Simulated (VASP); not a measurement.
# PtSe2 (P-1) in VASP: further runs

Runs on PtSe2. Level: PBE. Tasks: single point.

Everything below comes from runs of VASP 6.6.1. Logs are shortened: lines on timing, memory, paths and dates and some standing lists are left out, and cuts for length are marked.

## 1. The cell of the first run

The typed cell holds 3 atoms: a = 3.752 Å, b = 3.752 Å, c = 6.503 Å, α = 90.57°, β = 88.85°, γ = 120.00°.

## 2. Single point, PBE (shear of c along a, cell held: +2.0 %, then relaxed in part)

Input file INCAR:

```
SYSTEM = PtSe2
PREC = Accurate
ENCUT = 520
EDIFF = 1E-7
ISMEAR = 0
SIGMA = 0.02
LREAL = .FALSE.
LASPH = .TRUE.
NELM = 100
ALGO = Normal
ISIF = 2
LWAVE = .FALSE.
LCHARG = .FALSE.
GGA = PE
NBANDS = 18
```

Input file KPOINTS:

```
regular mesh
0
G
  12 12 4
  0 0 0
```

Input file POSCAR:

```
PtSe2
1.0
    3.7515594721      0.0000000000      0.0000000000
   -1.8757797360      3.2489458066      0.0000000000
    0.1300266426      0.0000000000      6.5013321315
Pt Se
1 2
Direct
    0.0000000000      0.0000000000      0.0000000000
    0.6736221380      0.3333310168      0.7990053421
    0.3263778620      0.6666689832      0.2009946579
```

Potentials or basis: VASP PAW PBE potentials, release 64 (Pt, Se).

Command:

```sh
$ cat potpaw_PBE.64/Pt/POTCAR potpaw_PBE.64/Se/POTCAR > POTCAR
$ mpirun -np 1 vasp_std > vasp.out
```

OUTCAR:

```text
SYSTEM = PtSe2
   PREC = Accurate
   ENCUT = 520
   EDIFF = 1E-7
   ISMEAR = 0
   LREAL = .FALSE.
   LASPH = .TRUE.
   NELM = 100
   ISIF = 2
   GGA = PE

 ion  position               nearest neighbor table
   1  0.000  0.000  0.000-   2 2.53   3 2.53   2 2.53   3 2.53   2 2.53   3 2.53
   2  0.674  0.333  0.799-   1 2.53   1 2.53   1 2.53
   3  0.326  0.667  0.201-   1 2.53   1 2.53   1 2.53

  LATTYP: Found a base centered monoclinic cell.
 ALAT       =     3.7515594721
 B/A-ratio  =     1.7320508075
 C/A-ratio  =     1.7333144566
 COS(beta)  =    -0.0199960012

  Lattice vectors:

 A1 = (  -1.8757797360,   3.2489458066,   0.0000000000)
 A2 = (  -1.8757797361,  -3.2489458066,   0.0000000000)
 A3 = (   0.1300266426,   0.0000000000,   6.5013321315)

Analysis of symmetry for initial positions (statically):
=====================================================================
 Subroutine PRICEL returns:
 Original cell was already a primitive cell.

 Routine SETGRP: Setting up the symmetry group for a
 base centered monoclinic supercell.

 Subroutine GETGRP returns: Found  2 space group operations
 (whereof  2 operations were pure point group operations)
 out of a pool of  4 trial point group operations.

The static configuration has the point symmetry S_2 .

Analysis of symmetry for dynamics (positions and initial velocities):
=====================================================================
 Subroutine PRICEL returns:
 Original cell was already a primitive cell.

 Routine SETGRP: Setting up the symmetry group for a
 base centered monoclinic supercell.

 Subroutine GETGRP returns: Found  2 space group operations
 (whereof  2 operations were pure point group operations)
 out of a pool of  4 trial point group operations.

The dynamic configuration has the point symmetry S_2 .

 Subroutine INISYM returns: Found  2 space group operations
 (whereof  2 operations are pure point group operations),
 and found     1 'primitive' translations

----------------------------------------------------------------------------------------

                                     Primitive cell

  volume of cell :      79.2422

  direct lattice vectors                    reciprocal lattice vectors
     3.751559472  0.000000000  0.000000000     0.266555817  0.153896073 -0.005331116
    -1.875779736  3.248945807  0.000000000     0.000000000  0.307792145  0.000000000
     0.130026643  0.000000000  6.501332131     0.000000000  0.000000000  0.153814631

  length of vectors
     3.751559472  3.751559472  6.502632268     0.307838311  0.307792145  0.153814631

  position of ions in fractional coordinates (direct lattice)
     0.000000000  0.000000000  0.000000000
     0.673622138  0.333331017  0.799005342
     0.326377862  0.666668983  0.200994658

  ion indices of the primitive-cell ions
   primitive index   ion index
                 1           1
                 2           2
                 3           3

----------------------------------------------------------------------------------------

 KPOINTS: regular mesh

Automatic generation of k-mesh.
 Grid dimensions read from file:
 generate k-points for:   12   12    4

 Generating k-lattice:

  Cartesian coordinates                     Fractional coordinates (reciprocal lattice)
     0.022212985  0.012824673 -0.000444260     0.083333333  0.000000000  0.000000000
     0.000000000  0.025649345  0.000000000     0.000000000  0.083333333  0.000000000
     0.000000000  0.000000000  0.038453658     0.000000000  0.000000000  0.250000000

  Length of vectors
     0.025653193  0.025649345  0.038453658

  Shift w.r.t. Gamma in fractional coordinates (k-lattice)
     0.000000000  0.000000000  0.000000000

 Subroutine IBZKPT returns following result:
 ===========================================

 Found    292 irreducible k-points:

 Following reciprocal coordinates:
            Coordinates               Weight
  0.000000  0.000000  0.000000      1.000000
  0.083333 -0.000000  0.000000      2.000000
 -0.083333  0.083333  0.000000      2.000000
  0.166667 -0.000000  0.000000      2.000000
 -0.166667  0.166667  0.000000      2.000000
  0.250000  0.000000 -0.000000      2.000000
[... 16 lines left out ...]
  0.416667  0.083333 -0.000000      2.000000
 -0.416667  0.500000  0.000000      2.000000
 [... further k-points ...]
   k-points           NKPTS =    292   k-points in BZ     NKDIM =    292   number of bands    NBANDS=     18
   number of dos      NEDOS =    301   number of ions     NIONS =      3
   total plane-waves  NPLWV =  37632
   dimension x,y,z NGX =    28 NGY =   28 NGZ =   48
   dimension x,y,z NGXF=    56 NGYF=   56 NGZF=   96
   ions per type =               1   2
   NGX,Y,Z   is equivalent  to a cutoff of  12.41, 12.41, 12.27 a.u.
   NGXF,Y,Z  is equivalent  to a cutoff of  24.82, 24.82, 24.54 a.u.
 SYSTEM =  PtSe2
   PREC   = accura    normal or accurate (medium, high low for compatibility)
   ISTART =      0    job   : 0-new  1-cont  2-samecut
   ICHARG =      2    charge: 1-file 2-atom 10-const
   ISPIN  =      1    spin polarized calculation?
   LNONCOLLINEAR =      F non collinear calculations
   LSORBIT =      F    spin-orbit coupling
   LASPH  =      T    aspherical Exc in radial PAW
   ENCUT  =  520.0 eV  38.22 Ry    6.18 a.u.   6.98  6.98 12.09*2*pi/ulx,y,z
   NELM   =    100;   NELMIN=  2; NELMDL= -5     # of ELM steps
   EDIFF  = 0.1E-06   stopping-criterion for ELM
   LREAL  =      F    real-space projection
   EDIFFG = 0.1E-05   stopping-criterion for IOM
   NSW    =      0    number of steps for IOM
   IBRION =     -1    ionic relax: 0-MD 1-quasi-New 2-CG
   NFREE  =      0    steps in history (QN), initial steepest desc. (CG)
   ISIF   =      2    stress and relaxation
   ISYM   =      2    0-nonsym 1-usesym 2-fastsym
   POTIM  = 0.5000    time-step for ionic-motion
   TEBEG  =    0.0;   TEEND  =   0.0 temperature during run
   PSTRESS=    0.0 pullay stress
   NELECT =      22.0000    total number of electrons
   NUPDOWN=      -1.0000    fix difference up-down
   EMIN   =  10.00;   EMAX   =-10.00  energy-range for DOS
   EFERMI =   0.00;   METHOD = LEGACY
   ISMEAR =     0;   SIGMA  =   0.02  broadening in eV -4-tet -1-fermi 0-gaus
   EFERMI_NEDOS =   21; number of points for ismear=-14 and -15
   IALGO  =     38    algorithm
   IMIX   =      4    mixing-type and parameters
     AMIX     =   0.40;   BMIX     =  1.00
     AMIX_MAG =   1.60;   BMIX_MAG =  1.00
  volume/ion in A,a.u.               =      26.41       178.25
  Fermi-wavevector in a.u.,A,eV,Ry     =   1.067981  2.018191 15.518578  1.140583
  Thomas-Fermi vector in A             =   2.203615
   LORBIT       =      0    0 simple, 1 ext, 2 COOP (PROOUT), +10 PAW based schemes
   GGA     = PE    functional components
   LHFCALC =     F    Hartree Fock is set to
   AEXX    =    0.0000 exact exchange contribution
   IVDW    =     0    specifies the selected vdW correction
   LEPSILON=     F    determine dielectric tensor
   LRPA    =     F    only Hartree local field effects (RPA)
 non-spin polarized calculation
 Gauss-broadening in eV      SIGMA  =   0.02
  energy-cutoff  :      520.00
  volume of cell :       79.24
 maximum number of plane-waves:      2152
   NGX = 13   NGY = 13   NGZ = 25

 number of electron      21.9999997 magnetization

 Free energy of the ion-electron system (eV)
  ---------------------------------------------------
  ext. energy  EPLUGINS =         0.00000000
  ---------------------------------------------------
  free energy    TOTEN  =       -14.30302103 eV

  energy without entropy =      -14.30302103  energy(sigma->0) =      -14.30302103

 E-fermi :   3.1482     XC(G=0):  -8.9890

 val. band max:        3.0620958991   @ k =  -0.0833   0.1667   0.0000
 cond. band min:       3.9225956676   @ k =  -0.2500   0.0000   0.2500
 fundamental gap:      0.8604997686
 Fermi energy:         3.1481903340

 k-point     1 :       0.0000    0.0000    0.0000
  band No.  band energies     occupation
      1     -11.1375      2.00000
      2      -9.3025      2.00000
      3      -2.3437      2.00000
      4      -2.2180      2.00000
      5      -2.2175      2.00000
      6       0.0182      2.00000
[... 10 lines left out ...]
     17      11.1711      0.00000
     18      12.1540      0.00000

 k-point     2 :       0.0833   -0.0000    0.0000
  band No.  band energies     occupation
      1     -11.0654      2.00000
      2      -9.3107      2.00000
      3      -2.2707      2.00000
      4      -2.2141      2.00000
      5      -2.1726      2.00000
      6      -0.0833      2.00000
[... 10 lines left out ...]
     17      11.4507      0.00000
     18      12.3753      0.00000

 k-point     3 :      -0.0833    0.0833    0.0000
  band No.  band energies     occupation
      1     -11.0655      2.00000
      2      -9.3106      2.00000
      3      -2.2708      2.00000
      4      -2.2140      2.00000
      5      -2.1731      2.00000
      6      -0.0836      2.00000
[... 10 lines left out ...]
     17      11.4369      0.00000
     18      12.3785      0.00000

 k-point     4 :       0.1667   -0.0000    0.0000
  band No.  band energies     occupation
      1     -10.8582      2.00000
      2      -9.3345      2.00000
      3      -2.2121      2.00000
      4      -2.0525      2.00000
      5      -2.0380      2.00000
      6      -0.4574      2.00000
[... 375 lines left out ...]
      4      -1.8293      2.00000
      5      -1.4367      2.00000
      6      -0.8752      2.00000
[... 10 lines left out ...]
     17      11.9698      0.00000
     18      12.6227      0.00000

 k-point    23 :       0.4167    0.0833   -0.0000
  band No.  band energies     occupation
      1      -9.7162      2.00000
      2      -9.5144      2.00000
      3      -3.0403      2.00000
      4      -1.8015      2.00000
      5      -1.1376      2.00000
      6      -0.7123      2.00000
[... 10 lines left out ...]
     17      12.1118      0.00000
     18      12.3444      0.00000

 k-point    24 :      -0.4167    0.5000    0.0000
  band No.  band energies     occupation
      1      -9.7140      2.00000
      2      -9.5166      2.00000
      3      -3.0459      2.00000
      4      -1.8004      2.00000
      5      -1.1263      2.00000
      6      -0.7233      2.00000
[... 10 lines left out ...]
     17      12.0849      0.00000
     18      12.6428      0.00000

 [... further k-points ...]

------------------------ aborting loop because EDIFF is reached ----------------------------------------

  FORCE on cell =-STRESS in cart. coord.  units (eV):
  Direction    XX          YY          ZZ          XY          YZ          ZX
  --------------------------------------------------------------------------------------
  -------------------------------------------------------------------------------------
  Total       -0.0231789     -0.0235931     -0.0142749      0.0045576     -0.0008560     -0.0055723
  in kB       -0.4686485     -0.4770220     -0.2886209      0.0921482     -0.0173078     -0.1126649
  external PRESSURE =      -0.4114305 kB  Pullay stress =       0.0000000 kB

 VOLUME and BASIS-vectors are now :
 -----------------------------------------------------------------------------
  energy-cutoff  :      520.00
  volume of cell :       79.24
      direct lattice vectors                 reciprocal lattice vectors
     3.751559472  0.000000000  0.000000000     0.266555817  0.153896073 -0.005331116
    -1.875779736  3.248945807  0.000000000     0.000000000  0.307792145  0.000000000
     0.130026643  0.000000000  6.501332131     0.000000000  0.000000000  0.153814631

 POSITION                                       TOTAL-FORCE (eV/Angst)
 -----------------------------------------------------------------------------------
      0.00000      0.00000      0.00000        -0.000000      0.000000      0.000000
      2.00577      1.08297      5.19460         0.000043      0.000197      0.002961
      0.00004      2.16597      1.30673        -0.000043     -0.000197     -0.002961
 -----------------------------------------------------------------------------------
    total drift:                               -0.000000     -0.000000      0.000000

  FREE ENERGIE OF THE ION-ELECTRON SYSTEM (eV)
  ---------------------------------------------------
  free  energy   TOTEN  =       -14.3030210260 eV

  energy  without entropy=      -14.3030210260  energy(sigma->0) =      -14.30302103
```

Run time: 2.3 min. Hardware: 1 thread of Intel Xeon 6975P-C (Granite Rapids), shared host; peak memory 0.51 GiB.

Results:

- Free energy: -14.3030 eV
- Pressure: 0.0 GPa
- Band gap on the k mesh: 0.86 eV (least direct gap 1.02 eV)

Forces in eV/Å, atoms in the order of the input:
```
Pt   0.000  0.000  0.000
Se   0.000  0.000  0.003
Se   0.000  0.000 -0.003
```

Levels at points of the mesh, in eV from the valence-band top:
```csv
k point,band 7,band 8,band 9,band 10,band 11,band 12,band 13,band 14,band 15,band 16
"(0.00, 0.00, 0.00)",-3.04,-1.61,-0.28,-0.27,-0.22,2.62,2.63,4.17,5.20,8.09
"(0.50, 0.00, 0.00)",-2.53,-2.50,-2.16,-2.10,-1.85,1.91,2.50,4.70,6.08,7.98
"(0.50, 0.50, 0.00)",-2.53,-2.49,-2.15,-2.10,-1.86,1.97,2.50,4.62,6.01,7.89
"(0.00, 0.50, 0.00)",-2.53,-2.49,-2.16,-2.10,-1.86,1.94,2.50,4.66,6.04,7.93
"(0.00, 0.00, 0.50)",-3.05,-1.35,-1.30,-0.31,-0.30,2.69,2.70,5.26,5.82,7.30
"(0.50, 0.00, 0.50)",-2.54,-2.53,-2.22,-2.05,-1.39,2.18,2.35,4.34,5.68,7.36
"(0.50, 0.50, 0.50)",-2.54,-2.54,-2.22,-2.05,-1.37,2.12,2.34,4.43,5.75,7.23
"(0.00, 0.50, 0.50)",-2.54,-2.54,-2.22,-2.05,-1.38,2.15,2.35,4.38,5.71,7.29
```

Caveat: the cell differs from its parent crystal (shear of c along a, cell held: +2.0 %, then relaxed in part); spin-orbit coupling is left out, which moves the levels of the heavy elements. A k mesh can miss the band edges.

## 3. Single point, PBE (shear of c along a, cell held: +3.0 %, then relaxed in part)

Input file INCAR:

```
ALGO     = Normal         # electronic algorithm
EDIFF    = 1E-6           # SCF threshold, eV
ENCUT    = 520            # plane-wave cutoff, eV
GGA      = PE             # functional
ISIF     = 2              # what is computed and relaxed
ISMEAR   = 0              # smearing method
LASPH    = True           # aspherical terms in the spheres
LCHARG   = False          # write CHGCAR
LREAL    = False          # projectors in reciprocal space
LWAVE    = False          # write WAVECAR
NBANDS   = 18             # bands
NELM     = 100            # most SCF steps
PREC     = Accurate       # precision mode
SIGMA    = 0.02           # smearing width, eV
```

Input file KPOINTS:

```
k-points
0
Gamma
  12 12 4
```

Input file POSCAR:

```
PtSe2
1.0
    3.7515594721      0.0000000000      0.0000000000
   -1.8757797360      3.2489458066      0.0000000000
    0.1950399639      0.0000000000      6.5013321315
Pt Se
1 2
Direct
    0.0000000000      0.0000000000      0.0000000000
    0.6771011860      0.3333312937      0.7990024898
    0.3228988140      0.6666687063      0.2009975102
```

Potentials or basis: VASP PAW PBE potentials, release 64 (Pt, Se).

Command:

```sh
$ cat potpaw_PBE.64/Pt/POTCAR potpaw_PBE.64/Se/POTCAR > POTCAR
$ mpirun -np 1 vasp_std > vasp.out
```

It took 5.6 min on 1 thread of Oxide Virtual Turin-like, shared host; peak memory 0.48 GiB.

It converged, with:

```yaml
Free_energy: -14.3029 eV
Pressure: 0.0 GPa
Largest_force: 0.003 eV/Å
Band_gap_on_the_k_mesh: 0.85 eV (least direct gap 1.02 eV)
```

Forces in eV/Å, atoms in the order of the input:
```
Pt   0.000  0.000  0.000
Se   0.000  0.000  0.003
Se   0.000  0.000 -0.003
```

Levels at points of the mesh, in eV from the valence-band top:
```
           k point  band 8  band 9  band 10  band 11  band 12  band 13  band 14  band 15
(0.00, 0.00, 0.00)   -1.61   -0.28    -0.27    -0.22     2.62     2.63     4.17     5.19
(0.50, 0.00, 0.00)   -2.50   -2.17    -2.11    -1.85     1.89     2.50     4.72     6.09
(0.50, 0.50, 0.00)   -2.50   -2.16    -2.11    -1.87     1.98     2.50     4.59     5.99
(0.00, 0.50, 0.00)   -2.50   -2.16    -2.11    -1.86     1.93     2.50     4.66     6.04
(0.00, 0.00, 0.50)   -1.36   -1.31    -0.31    -0.30     2.68     2.70     5.26     5.82
(0.50, 0.00, 0.50)   -2.54   -2.22    -2.05    -1.39     2.20     2.34     4.31     5.66
(0.50, 0.50, 0.50)   -2.54   -2.22    -2.05    -1.37     2.10     2.34     4.45     5.77
(0.00, 0.50, 0.50)   -2.54   -2.22    -2.05    -1.38     2.14     2.35     4.38     5.71
```

Caveat: the cell differs from its parent crystal (shear of c along a, cell held: +3.0 %, then relaxed in part); spin-orbit coupling is left out, which moves the levels of the heavy elements. A k mesh can miss the band edges.

(Continued in part 2 of 2.)
